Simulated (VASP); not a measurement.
# Rh (Fm-3m) in VASP: elastic constants with LDA

Aim: the elastic constants of Rh with LDA.

Everything below comes from runs of VASP 6.6.1. Logs are shortened: lines on timing, memory, paths and dates and some standing lists are left out, and cuts for length are marked.

## 1. The cell of the first run

It takes space group Fm-3m (No. 225, cubic). Conventional cell: a = 3.728 Å, b = 3.728 Å, c = 3.728 Å, α = 90.00°, β = 90.00°, γ = 90.00°. Rh (site symmetry m-3m) has 12 Rh at 2.64 Å within 3.5 Å.

## 2. Elastic constants, LDA

INCAR

```
SYSTEM = Rh
PREC = Accurate ; ENCUT = 600
EDIFF = 1E-8 ; ISMEAR = -1
SIGMA = 0.05 ; LREAL = .FALSE.
LASPH = .TRUE. ; NELM = 100
ALGO = Normal ; ISIF = 3
LWAVE = .FALSE. ; LCHARG = .TRUE.
GGA = CA ; IBRION = 6
NFREE = 2 ; POTIM = 0.015
NSW = 1
```

KPOINTS

```
Automatic mesh
0
G
  24 24 24
  0 0 0
```

POSCAR

```
Rh
1.0
    0.0000000000      1.8638537901      1.8638537901
    1.8638537901      0.0000000000      1.8638537901
    1.8638537901      1.8638537901      0.0000000000
Rh
1
Direct
    0.0000000000      0.0000000000      0.0000000000
```

Potentials or basis: VASP PAW LDA potentials, release 64 (Rh_pv).

Launch:

```bash
$ cat potpaw_LDA.64/Rh_pv/POTCAR > POTCAR
$ mpirun -np 1 vasp_std > vasp.out
```

OUTCAR:

```text
SYSTEM = Rh
   PREC = Accurate
   ENCUT = 600
   EDIFF = 1E-8
   ISMEAR = -1
   LREAL = .FALSE.
   LASPH = .TRUE.
   NELM = 100
   ISIF = 3
   GGA = CA
   IBRION = 6
   NFREE = 2
   POTIM = 0.015
   NSW = 1

 ion  position               nearest neighbor table
   1  0.000  0.000  0.000-

  LATTYP: Found a face centered cubic cell.
 ALAT       =     3.7277075802

  Lattice vectors:

 A1 = (   0.0000000000,   1.8638537901,   1.8638537901)
 A2 = (   1.8638537901,   0.0000000000,   1.8638537901)
 A3 = (   1.8638537901,   1.8638537901,   0.0000000000)

Analysis of symmetry for initial positions (statically):
=====================================================================
 Subroutine PRICEL returns:
 Original cell was already a primitive cell.

 Routine SETGRP: Setting up the symmetry group for a
 face centered cubic supercell.

 Subroutine GETGRP returns: Found 48 space group operations
 (whereof 48 operations were pure point group operations)
 out of a pool of 48 trial point group operations.

The static configuration has the point symmetry O_h .

Analysis of symmetry for dynamics (positions and initial velocities):
=====================================================================
 Subroutine PRICEL returns:
 Original cell was already a primitive cell.

 Routine SETGRP: Setting up the symmetry group for a
 face centered cubic supercell.

 Subroutine GETGRP returns: Found 48 space group operations
 (whereof 48 operations were pure point group operations)
 out of a pool of 48 trial point group operations.

The dynamic configuration has the point symmetry O_h .

 Subroutine INISYM returns: Found 48 space group operations
 (whereof 48 operations are pure point group operations),
 and found     1 'primitive' translations

----------------------------------------------------------------------------------------

                                     Primitive cell

  volume of cell :      12.9499

  direct lattice vectors                    reciprocal lattice vectors
     0.000000000  1.863853790  1.863853790    -0.268261385  0.268261385  0.268261385
     1.863853790  0.000000000  1.863853790     0.268261385 -0.268261385  0.268261385
     1.863853790  1.863853790  0.000000000     0.268261385  0.268261385 -0.268261385

  length of vectors
     2.635887308  2.635887308  2.635887308     0.464642349  0.464642349  0.464642349

  position of ions in fractional coordinates (direct lattice)
     0.000000000  0.000000000  0.000000000

  ion indices of the primitive-cell ions
   primitive index   ion index
                 1           1

----------------------------------------------------------------------------------------

 KPOINTS: Automatic mesh

Automatic generation of k-mesh.
 Grid dimensions read from file:
 generate k-points for:   24   24   24

 Generating k-lattice:

  Cartesian coordinates                     Fractional coordinates (reciprocal lattice)
    -0.011177558  0.011177558  0.011177558     0.041666667  0.000000000  0.000000000
     0.011177558 -0.011177558  0.011177558     0.000000000  0.041666667  0.000000000
     0.011177558  0.011177558 -0.011177558     0.000000000  0.000000000  0.041666667

  Length of vectors
     0.019360098  0.019360098  0.019360098

  Shift w.r.t. Gamma in fractional coordinates (k-lattice)
     0.000000000  0.000000000  0.000000000

 Subroutine IBZKPT returns following result:
[... 90 lines left out ...]
 number of electron      14.9999999 magnetization

 Free energy of the ion-electron system (eV)
  ---------------------------------------------------
  ext. energy  EPLUGINS =         0.00000000
  ---------------------------------------------------
  free energy    TOTEN  =        -8.68133472 eV

  energy without entropy =       -8.67253157  energy(sigma->0) =       -8.67693315

------------------------ aborting loop because EDIFF is reached ----------------------------------------

  FORCE on cell =-STRESS in cart. coord.  units (eV):
  Direction    XX          YY          ZZ          XY          YZ          ZX
  --------------------------------------------------------------------------------------
  -------------------------------------------------------------------------------------
  Total        0.6355795      0.6355795      0.6355795      0.0000000      0.0000000      0.0000000
  in kB       78.6348271     78.6348271     78.6348271      0.0000000      0.0000000      0.0000000
  external PRESSURE =      78.6348271 kB  Pullay stress =       0.0000000 kB
[... 86 lines left out ...]
  FREE ENERGIE OF THE ION-ELECTRON SYSTEM (eV)
  ---------------------------------------------------
  free  energy   TOTEN  =        -8.6665911941 eV

  energy  without entropy=       -8.6580224386  energy(sigma->0) =       -8.66230682

[... ionic steps 4 to 12 ...]

--------------------------------------- Ionic step       13  -------------------------------------------

 number of electron      14.9999999 magnetization

------------------------ aborting loop because EDIFF is reached ----------------------------------------
[... 65 lines left out ...]
--------------------------------------- Ionic step       15  -------------------------------------------

 number of electron      15.0000000 magnetization

 Free energy of the ion-electron system (eV)
  ---------------------------------------------------
  ext. energy  EPLUGINS =         0.00000000
  ---------------------------------------------------
  free energy    TOTEN  =        -8.68133498 eV

  energy without entropy =       -8.67253183  energy(sigma->0) =       -8.67693340

 E-fermi :  12.8511     XC(G=0): -14.7367

 val. band max:       12.8502810375   @ k =   0.4167   0.0833   0.0417
 cond. band min:      12.8617786336   @ k =   0.4583   0.2083   0.0833
 fundamental gap:      0.0114975961
 Fermi energy:        12.8510928692

 k-point     1 :       0.0000    0.0000    0.0000
  band No.  band energies     occupation
      1     -33.4191      2.00000
      2     -33.4191      2.00000
      3     -33.4191      2.00000
      4       4.3780      2.00000
      5       9.4406      2.00000
      6       9.4406      2.00000
      7       9.4406      2.00000
      8      11.7747      2.00000
      9      11.7747      2.00000
     10      28.7342      0.00000
     11      33.0304      0.00000
[... 309 lines left out ...]
 k-point    24 :       0.4583    0.0417    0.0000
  band No.  band energies     occupation
      1     -34.3036      2.00000
      2     -33.5477      2.00000
      3     -33.5471      2.00000
      4       6.2521      2.00000
      5       9.3363      2.00000
      6       9.4565      2.00000
      7      12.3364      1.99993
      8      13.4576      0.00001
      9      14.0114      0.00000
     10      22.6544      0.00000
     11      28.5418      0.00000

 [... further k-points ...]
[... 5 lines left out ...]
  --------------------------------------------------------------------------------------
  -------------------------------------------------------------------------------------
  Total        0.6354088      0.6354088      0.6354088     -0.0000000      0.0000000      0.0000000
  in kB       78.6137071     78.6137071     78.6137071     -0.0000000      0.0000000      0.0000000
  external PRESSURE =      78.6137071 kB  Pullay stress =       0.0000000 kB
[... 16 lines left out ...]
  FREE ENERGIE OF THE ION-ELECTRON SYSTEM (eV)
  ---------------------------------------------------
  free  energy   TOTEN  =        -8.6813349773 eV

  energy  without entropy=       -8.6725318309  energy(sigma->0) =       -8.67693340

 INTERNAL STRAIN TENSORS FROM STRAINED CELLS
 ============================================

 INTERNAL STRAIN TENSOR FOR ION    1 for displacements in x,y,z  (eV/Angst):
          X           Y           Z          XY          YZ          ZX
  --------------------------------------------------------------------------------
  x    -0.00000     0.00000    -0.00000     0.00000     0.00000     0.00000
  y     0.00000     0.00000    -0.00000     0.00000     0.00000    -0.00000
  z     0.00000     0.00000     0.00000     0.00000     0.00000     0.00000

 INTERNAL STRAIN TENSORS FROM DISPLACED ATOMS
 ============================================

 INTERNAL STRAIN TENSOR FOR ION    1 for displacements in x,y,z  (eV/Angst):
          X           Y           Z          XY          YZ          ZX
  --------------------------------------------------------------------------------
  x     0.00000     0.00000     0.00000     0.00000     0.00000     0.00000
  y     0.00000     0.00000     0.00000     0.00000     0.00000     0.00000
  z     0.00000     0.00000     0.00000     0.00000     0.00000     0.00000

 Eigenvectors and eigenvalues of the dynamical matrix
 ----------------------------------------------------

   1 f  =    0.000000 THz     0.000000 2PiTHz    0.000000 cm-1     0.000000 meV
             X         Y         Z           dx          dy          dz
      0.000000  0.000000  0.000000     0.707107   -0.707107    0.000000

   2 f  =    0.000000 THz     0.000000 2PiTHz    0.000000 cm-1     0.000000 meV
             X         Y         Z           dx          dy          dz
      0.000000  0.000000  0.000000    -0.707107   -0.707107    0.000000

   3 f  =    0.000000 THz     0.000000 2PiTHz    0.000000 cm-1     0.000000 meV
             X         Y         Z           dx          dy          dz
      0.000000  0.000000  0.000000     0.000000    0.000000    1.000000

--------------------------------------------------------------------------------------------------------

 ELASTIC MODULI CONTR FROM IONIC RELAXATION (kBar)
 Direction    XX          YY          ZZ          XY          YZ          ZX
 --------------------------------------------------------------------------------
 XX           0.0000      0.0000      0.0000      0.0000      0.0000      0.0000
 YY           0.0000      0.0000      0.0000      0.0000      0.0000      0.0000
 ZZ           0.0000      0.0000      0.0000      0.0000      0.0000      0.0000
 XY           0.0000      0.0000      0.0000      0.0000      0.0000      0.0000
 YZ           0.0000      0.0000      0.0000      0.0000      0.0000      0.0000
 ZX           0.0000      0.0000      0.0000      0.0000      0.0000      0.0000
 --------------------------------------------------------------------------------

 TOTAL ELASTIC MODULI (kBar)
 Direction    XX          YY          ZZ          XY          YZ          ZX
 --------------------------------------------------------------------------------
 XX        5470.1831   2499.2911   2499.2911     -0.0000     -0.0000      0.0000
 YY        2499.2911   5470.1831   2499.2911      0.0000     -0.0000      0.0000
 ZZ        2499.2911   2499.2911   5470.1831     -0.0000     -0.0000     -0.0000
 XY          -0.0000      0.0000     -0.0000   2467.1788      0.0000     -0.0000
 YZ          -0.0000     -0.0000     -0.0000      0.0000   2467.1788      0.0000
 ZX           0.0000      0.0000     -0.0000     -0.0000      0.0000   2467.1788
 --------------------------------------------------------------------------------
```

It took 64 min on 1 thread of Intel Xeon 8259CL, shared host; peak memory 1.1 GiB.

What came out:

```
Elastic constants C11, C12, C44 : 547, 250, 247 GPa
Voigt bulk modulus              : 349 GPa
```

Elastic tensor in Voigt notation (GPa, in the Cartesian axes of the cell as first typed):
```
547 250 250   0   0   0
250 547 250   0   0   0
250 250 547   0   0   0
  0   0   0 247   0   0
  0   0   0   0 247   0
  0   0   0   0   0 247
```

Clamped-ion elastic tensor (GPa):
```
547 250 250   0   0   0
250 547 250   0   0   0
250 250 547   0   0   0
  0   0   0 247   0   0
  0   0   0   0 247   0
  0   0   0   0   0 247
```

Caveat: the cell is under stress, which shifts elastic constants.
